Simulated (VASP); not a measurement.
# LaW3F (Pm-3m) in VASP: a series of runs

LaW3F is run at these levels: PBE; tasks: single point, relaxation of cell and atoms.

Program: VASP 6.6.1. These are calculated values, not measurements. Logs are shortened: lines on timing, memory, paths and dates and some standing lists are left out, and cuts for length are marked.

## Step 1: The cell of the first run

Symmetry: Pm-3m, No. 221, cubic system. The conventional cell has a = 4.868 Å, b = 4.868 Å, c = 4.868 Å, α = 90.00°, β = 90.00°, γ = 90.00°. La (site symmetry m-3m) has 6 W at 2.43 Å within 3.2 Å. W (site symmetry 4/mmm) has 2 La at 2.43 Å within 3.2 Å. F (site symmetry m-3m) has 12 W at 3.44 Å and 8 La at 4.22 Å within 4.5 Å.

## Step 2: Single point, PBE

Input file INCAR:

```
SYSTEM = LaW3F
ALGO     = Normal         ! electronic algorithm
EDIFF    = 1E-6           ! SCF threshold, eV
ENCUT    = 520            ! plane-wave cutoff, eV
GGA      = PE             ! functional
ISIF     = 2              ! what is computed and relaxed
ISMEAR   = 0              ! smearing method
LASPH    = .TRUE.         ! aspherical terms in the spheres
LCHARG   = .FALSE.        ! write CHGCAR
LREAL    = .FALSE.        ! projectors in reciprocal space
LWAVE    = .FALSE.        ! write WAVECAR
NBANDS   = 38             ! bands
NELM     = 100            ! most SCF steps
PREC     = Accurate       ! precision mode
SIGMA    = 0.1            ! smearing width, eV
```

Input file KPOINTS:

```
k-points
0
G
  4 4 4
  0 0 0
```

Input file POSCAR:

```
LaW3F
1.0
    4.8678590140      0.0000000000      0.0000000000
    0.0000000000      4.8678590140      0.0000000000
    0.0000000000      0.0000000000      4.8678590140
La W F
1 3 1
Direct
    0.0000000000      0.0000000000      0.0000000000
    0.5000000000      0.0000000000      0.0000000000
    0.0000000000      0.5000000000      0.0000000000
    0.0000000000      0.0000000000      0.5000000000
    0.5000000000      0.5000000000      0.5000000000
```

Potentials or basis: VASP PAW PBE potentials, release 64 (La, W_sv, F).

Command:

```
cat potpaw_PBE.64/La/POTCAR potpaw_PBE.64/W_sv/POTCAR potpaw_PBE.64/F/POTCAR > POTCAR
mpirun -np 1 vasp_std > vasp.out
```

OUTCAR:

```text
SYSTEM = LaW3F
   EDIFF = 1E-6
   ENCUT = 520
   GGA = PE
   ISIF = 2
   ISMEAR = 0
   LASPH = .TRUE.
   LREAL = .FALSE.
   NELM = 100
   PREC = Accurate

 ion  position               nearest neighbor table
   1  0.000  0.000  0.000-   2 2.43   3 2.43   4 2.43   4 2.43   3 2.43   2 2.43
   2  0.500  0.000  0.000-   1 2.43   1 2.43   4 3.44   4 3.44   3 3.44   3 3.44   3 3.44   4 3.44
                             4 3.44   3 3.44
   3  0.000  0.500  0.000-   1 2.43   1 2.43   4 3.44   4 3.44   2 3.44   2 3.44   4 3.44   4 3.44
                             2 3.44   2 3.44
   4  0.000  0.000  0.500-   1 2.43   1 2.43   3 3.44   2 3.44   2 3.44   3 3.44   3 3.44   3 3.44
                             2 3.44   2 3.44
   5  0.500  0.500  0.500-

  LATTYP: Found a simple cubic cell.
 ALAT       =     4.8678590140

  Lattice vectors:

 A1 = (   4.8678590140,   0.0000000000,   0.0000000000)
 A2 = (   0.0000000000,   4.8678590140,   0.0000000000)
 A3 = (   0.0000000000,   0.0000000000,   4.8678590140)

Analysis of symmetry for initial positions (statically):
=====================================================================
 Subroutine PRICEL returns:
 Original cell was already a primitive cell.

 Routine SETGRP: Setting up the symmetry group for a
 simple cubic supercell.

 Subroutine GETGRP returns: Found 48 space group operations
 (whereof 48 operations were pure point group operations)
 out of a pool of 48 trial point group operations.

The static configuration has the point symmetry O_h .

Analysis of symmetry for dynamics (positions and initial velocities):
=====================================================================
 Subroutine PRICEL returns:
 Original cell was already a primitive cell.

 Routine SETGRP: Setting up the symmetry group for a
 simple cubic supercell.

 Subroutine GETGRP returns: Found 48 space group operations
 (whereof 48 operations were pure point group operations)
 out of a pool of 48 trial point group operations.

The dynamic configuration has the point symmetry O_h .

 Subroutine INISYM returns: Found 48 space group operations
 (whereof 48 operations are pure point group operations),
 and found     1 'primitive' translations

----------------------------------------------------------------------------------------

                                     Primitive cell

  volume of cell :     115.3490

  direct lattice vectors                    reciprocal lattice vectors
     4.867859014  0.000000000  0.000000000     0.205429121  0.000000000  0.000000000
     0.000000000  4.867859014  0.000000000     0.000000000  0.205429121  0.000000000
     0.000000000  0.000000000  4.867859014     0.000000000  0.000000000  0.205429121

  length of vectors
     4.867859014  4.867859014  4.867859014     0.205429121  0.205429121  0.205429121

  position of ions in fractional coordinates (direct lattice)
     0.000000000  0.000000000  0.000000000
     0.500000000  0.000000000  0.000000000
     0.000000000  0.500000000  0.000000000
     0.000000000  0.000000000  0.500000000
     0.500000000  0.500000000  0.500000000

  ion indices of the primitive-cell ions
   primitive index   ion index
                 1           1
                 2           2
                 3           3
                 4           4
                 5           5

----------------------------------------------------------------------------------------

 KPOINTS: k-points

Automatic generation of k-mesh.
 Grid dimensions read from file:
 generate k-points for:    4    4    4

 Generating k-lattice:

  Cartesian coordinates                     Fractional coordinates (reciprocal lattice)
     0.051357280  0.000000000  0.000000000     0.250000000  0.000000000  0.000000000
     0.000000000  0.051357280  0.000000000     0.000000000  0.250000000  0.000000000
     0.000000000  0.000000000  0.051357280     0.000000000  0.000000000  0.250000000

  Length of vectors
     0.051357280  0.051357280  0.051357280

  Shift w.r.t. Gamma in fractional coordinates (k-lattice)
     0.000000000  0.000000000  0.000000000

 Subroutine IBZKPT returns following result:
 ===========================================

 Found     10 irreducible k-points:

 Following reciprocal coordinates:
            Coordinates               Weight
  0.000000  0.000000  0.000000      1.000000
  0.250000  0.000000  0.000000      6.000000
  0.500000  0.000000  0.000000      3.000000
  0.250000  0.250000  0.000000     12.000000
  0.500000  0.250000  0.000000     12.000000
  0.500000  0.500000  0.000000      3.000000
  0.250000  0.250000  0.250000      8.000000
  0.500000  0.250000  0.250000     12.000000
  0.500000  0.500000  0.250000      6.000000
  0.500000  0.500000  0.500000      1.000000
   k-points           NKPTS =     10   k-points in BZ     NKDIM =     10   number of bands    NBANDS=     38
   number of dos      NEDOS =    301   number of ions     NIONS =      5
   total plane-waves  NPLWV =  46656
   dimension x,y,z NGX =    36 NGY =   36 NGZ =   36
   dimension x,y,z NGXF=    72 NGYF=   72 NGZF=   72
   ions per type =               1   3   1
   NGX,Y,Z   is equivalent  to a cutoff of  12.29, 12.29, 12.29 a.u.
   NGXF,Y,Z  is equivalent  to a cutoff of  24.59, 24.59, 24.59 a.u.
 SYSTEM =  LaW3F
   PREC   = accura    normal or accurate (medium, high low for compatibility)
   ISTART =      0    job   : 0-new  1-cont  2-samecut
   ICHARG =      2    charge: 1-file 2-atom 10-const
   ISPIN  =      1    spin polarized calculation?
   LNONCOLLINEAR =      F non collinear calculations
   LSORBIT =      F    spin-orbit coupling
   LASPH  =      T    aspherical Exc in radial PAW
   ENCUT  =  520.0 eV  38.22 Ry    6.18 a.u.   9.05  9.05  9.05*2*pi/ulx,y,z
   NELM   =    100;   NELMIN=  2; NELMDL= -5     # of ELM steps
   EDIFF  = 0.1E-05   stopping-criterion for ELM
   LREAL  =      F    real-space projection
   EDIFFG = 0.1E-04   stopping-criterion for IOM
   NSW    =      0    number of steps for IOM
   IBRION =     -1    ionic relax: 0-MD 1-quasi-New 2-CG
   NFREE  =      0    steps in history (QN), initial steepest desc. (CG)
   ISIF   =      2    stress and relaxation
   ISYM   =      2    0-nonsym 1-usesym 2-fastsym
   POTIM  = 0.5000    time-step for ionic-motion
   TEBEG  =    0.0;   TEEND  =   0.0 temperature during run
   PSTRESS=    0.0 pullay stress
   NELECT =      60.0000    total number of electrons
   NUPDOWN=      -1.0000    fix difference up-down
   EMIN   =  10.00;   EMAX   =-10.00  energy-range for DOS
   EFERMI =   0.00;   METHOD = LEGACY
   ISMEAR =     0;   SIGMA  =   0.10  broadening in eV -4-tet -1-fermi 0-gaus
   EFERMI_NEDOS =   21; number of points for ismear=-14 and -15
   IALGO  =     38    algorithm
   IMIX   =      4    mixing-type and parameters
     AMIX     =   0.40;   BMIX     =  1.00
     AMIX_MAG =   1.60;   BMIX_MAG =  1.00
  volume/ion in A,a.u.               =      23.07       155.68
  Fermi-wavevector in a.u.,A,eV,Ry     =   1.316600  2.488014 23.584830  1.733436
  Thomas-Fermi vector in A             =   2.446701
   LORBIT       =      0    0 simple, 1 ext, 2 COOP (PROOUT), +10 PAW based schemes
   GGA     = PE    functional components
   LHFCALC =     F    Hartree Fock is set to
   AEXX    =    0.0000 exact exchange contribution
   IVDW    =     0    specifies the selected vdW correction
   LEPSILON=     F    determine dielectric tensor
   LRPA    =     F    only Hartree local field effects (RPA)
 non-spin polarized calculation
 Gauss-broadening in eV      SIGMA  =   0.10
  energy-cutoff  :      520.00
  volume of cell :      115.35
 maximum number of plane-waves:      3136
   NGX = 19   NGY = 19   NGZ = 19

 number of electron      59.9999985 magnetization

 Free energy of the ion-electron system (eV)
  ---------------------------------------------------
  ext. energy  EPLUGINS =         0.00000000
  ---------------------------------------------------
  free energy    TOTEN  =       -29.85671209 eV

  energy without entropy =      -29.79593023  energy(sigma->0) =      -29.82632116

 E-fermi :   5.4262     XC(G=0): -10.4578

 val. band max:        5.4209637071   @ k =   0.5000   0.2500   0.0000
 cond. band min:       5.4486272153   @ k =   0.5000   0.2500   0.0000
 fundamental gap:      0.0276635082
 Fermi energy:         5.4262365800

 k-point     1 :       0.0000    0.0000    0.0000
  band No.  band energies     occupation
      1     -68.9857      2.00000
      2     -68.9766      2.00000
      3     -68.9766      2.00000
      4     -33.4719      2.00000
      5     -33.4719      2.00000
      6     -33.4719      2.00000
[... 30 lines left out ...]
     37       9.0434      0.00000
     38       9.0926      0.00000

 k-point     2 :       0.2500    0.0000    0.0000
  band No.  band energies     occupation
      1     -68.9847      2.00000
      2     -68.9779      2.00000
      3     -68.9766      2.00000
      4     -33.5003      2.00000
      5     -33.4676      2.00000
      6     -33.4676      2.00000
[... 30 lines left out ...]
     37       7.6627      0.00000
     38       8.6130      0.00000

 k-point     3 :       0.5000    0.0000    0.0000
  band No.  band energies     occupation
      1     -68.9827      2.00000
      2     -68.9801      2.00000
      3     -68.9766      2.00000
      4     -33.5296      2.00000
      5     -33.4633      2.00000
      6     -33.4633      2.00000
[... 30 lines left out ...]
     37       8.0076      0.00000
     38       8.5161      0.00000

 k-point     4 :       0.2500    0.2500    0.0000
  band No.  band energies     occupation
      1     -68.9837      2.00000
      2     -68.9783      2.00000
      3     -68.9773      2.00000
      4     -33.5914      2.00000
      5     -33.4634      2.00000
      6     -33.4028      2.00000
[... 30 lines left out ...]
     37       7.6756      0.00000
     38       7.7041      0.00000
[... 129 lines left out ...]
      4     -33.7420      2.00000
      5     -33.3972      2.00000
      6     -33.3636      2.00000
[... 30 lines left out ...]
     37       7.6819      0.00000
     38       8.2581      0.00000

 k-point     9 :       0.5000    0.5000    0.2500
  band No.  band energies     occupation
      1     -68.9801      2.00000
      2     -68.9801      2.00000
      3     -68.9799      2.00000
      4     -33.8106      2.00000
      5     -33.3813      2.00000
      6     -33.3338      2.00000
[... 30 lines left out ...]
     37       7.1380      0.00000
     38       8.4190      0.00000

 k-point    10 :       0.5000    0.5000    0.5000
  band No.  band energies     occupation
      1     -68.9801      2.00000
      2     -68.9801      2.00000
      3     -68.9801      2.00000
      4     -33.8830      2.00000
      5     -33.3338      2.00000
      6     -33.3338      2.00000
[... 30 lines left out ...]
     37       7.5620      0.00000
     38       7.5620      0.00000

------------------------ aborting loop because EDIFF is reached ----------------------------------------

  FORCE on cell =-STRESS in cart. coord.  units (eV):
  Direction    XX          YY          ZZ          XY          YZ          ZX
  --------------------------------------------------------------------------------------
  -------------------------------------------------------------------------------------
  Total        0.3496507      0.3496507      0.3496507      0.0000000     -0.0000000      0.0000000
  in kB        4.8565858      4.8565858      4.8565858      0.0000000     -0.0000000      0.0000000
  external PRESSURE =       4.8565858 kB  Pullay stress =       0.0000000 kB

 VOLUME and BASIS-vectors are now :
 -----------------------------------------------------------------------------
  energy-cutoff  :      520.00
  volume of cell :      115.35
      direct lattice vectors                 reciprocal lattice vectors
     4.867859014  0.000000000  0.000000000     0.205429121  0.000000000  0.000000000
     0.000000000  4.867859014  0.000000000     0.000000000  0.205429121  0.000000000
     0.000000000  0.000000000  4.867859014     0.000000000  0.000000000  0.205429121

 POSITION                                       TOTAL-FORCE (eV/Angst)
 -----------------------------------------------------------------------------------
      0.00000      0.00000      0.00000         0.000000      0.000000      0.000000
      2.43393      0.00000      0.00000         0.000000      0.000000      0.000000
      0.00000      2.43393      0.00000         0.000000      0.000000      0.000000
      0.00000      0.00000      2.43393         0.000000      0.000000      0.000000
      2.43393      2.43393      2.43393         0.000000      0.000000      0.000000
 -----------------------------------------------------------------------------------
    total drift:                                0.000000      0.000000     -0.000000

  FREE ENERGIE OF THE ION-ELECTRON SYSTEM (eV)
  ---------------------------------------------------
  free  energy   TOTEN  =       -29.8567120873 eV

  energy  without entropy=      -29.7959302304  energy(sigma->0) =      -29.82632116
```

Run time: 82 s. Hardware: 1 thread of Intel Xeon 6975P-C, shared host; peak memory 0.23 GiB.

What came out:

```yaml
Free_energy: -29.8567 eV
Pressure: 0.5 GPa
Band_gap_on_the_k_mesh: zero (band 30 reaches 5.95 eV, above the bottom of band 31 at 5.02 eV)
```

Levels at points of the mesh, in eV from the Fermi level:
| k point | band 28 | band 29 | band 30 | band 31 | band 32 | band 33 |
| --- | --- | --- | --- | --- | --- | --- |
| (0.00, 0.00, 0.00) | -1.56 | 0.52 | 0.52 | 0.52 | 0.82 | 1.60 |
| (0.50, 0.00, 0.00) | -0.74 | -0.74 | -0.50 | -0.23 | 0.10 | 0.46 |
| (0.50, 0.50, 0.00) | -0.67 | -0.51 | -0.41 | -0.41 | -0.07 | 0.04 |
| (0.50, 0.50, 0.50) | 0.39 | 0.39 | 0.39 | 1.03 | 1.03 | 1.41 |

Caveat: spin-orbit coupling is left out, which moves the levels of the heavy elements.

## Step 3: Relaxation of cell and atoms, PBE

This run uses another cell than the first one, of 18.91 Å³/atom, 0.820 times its volume.

Input file INCAR:

```
ALGO = Normal ; EDIFF = 1E-7
EDIFFG = -0.04 ; ENCUT = 600
GGA = PE ; IBRION = 2
ISIF = 3 ; ISMEAR = 0
LASPH = True ; LCHARG = False
LREAL = False ; LWAVE = False
NELM = 80 ; NSW = 90
PREC = Accurate ; SIGMA = 0.1
```

Input file KPOINTS:

```
k-points
0
Gamma
  4 4 4
```

Changes to POSCAR since step 2:

```diff
@@ -2,5 +2,5 @@
 1.0
-    4.8678590140      0.0000000000      0.0000000000
-    0.0000000000      4.8678590140      0.0000000000
-    0.0000000000      0.0000000000      4.8678590140
+    4.5559706800      0.0000000000      0.0000000000
+    0.0000000000      4.5559706800      0.0000000000
+    0.0000000000      0.0000000000      4.5559706800
 La W F
```

Potentials or basis: VASP PAW PBE potentials, release 64 (La, W_sv, F).

Command:

```
cat potpaw_PBE.64/La/POTCAR potpaw_PBE.64/W_sv/POTCAR potpaw_PBE.64/F/POTCAR > POTCAR
mpirun -np 1 vasp_std > vasp.out
```

It took 4.4 min on 1 thread of Intel Xeon 6975P-C, shared host; peak memory 0.25 GiB.

Results (log left out):

```yaml
Free_energy: -29.8483 eV
Relaxed_volume: 23.24 Å³/atom
Relaxed_cell: a = 4.880 Å, b = 4.880 Å, c = 4.880 Å, α = 90.00°, β = 90.00°, γ = 90.00°
Space_group_after_relaxing_to_0.05_Å: Pm-3m (No. 221)
Energy_gained_by_relaxing: 267.7 meV/atom
Ionic_steps: 3
Pressure_after_relaxing: 0.0 GPa
Band_gap_on_the_k_mesh: zero (band 30 reaches 5.87 eV, above the bottom of band 31 at 4.94 eV)
```

The path:
```tsv
step	energy change (eV)	largest force (eV/Å)	pressure (GPa)	volume (Å³)
1	0.0000	0.0000	25.07	94.57
2	-0.4749	0.0000	-9.04	141.14
3	-1.3387	0.0000	-0.03	116.21
```

Final structure:
```xyz
5
Lattice="4.8799 0.0000 0.0000 0.0000 4.8799 0.0000 0.0000 0.0000 4.8799" Properties=species:S:1:pos:R:3 pbc="T T T"
La    0.0000    0.0000    0.0000
W     2.4400    0.0000    0.0000
W     0.0000    2.4400    0.0000
W     0.0000    0.0000    2.4400
F     2.4400    2.4400    2.4400
```

Levels at points of the mesh, in eV from the Fermi level:
```csv
k point,band 27,band 28,band 29,band 30,band 31,band 32,band 33,band 34
"(0.00, 0.00, 0.00)",-1.53,-1.53,0.52,0.52,0.52,0.78,1.59,1.59
"(0.50, 0.00, 0.00)",-0.72,-0.72,-0.72,-0.49,-0.24,0.10,0.46,0.70
"(0.50, 0.50, 0.00)",-0.75,-0.66,-0.50,-0.41,-0.41,-0.07,0.05,1.08
"(0.50, 0.50, 0.50)",-1.51,0.40,0.40,0.40,1.03,1.03,1.40,1.40
```

Caveat: the volume moved by over 15 % at a fixed basis, so the end points are rough; spin-orbit coupling is left out, which moves the levels of the heavy elements.
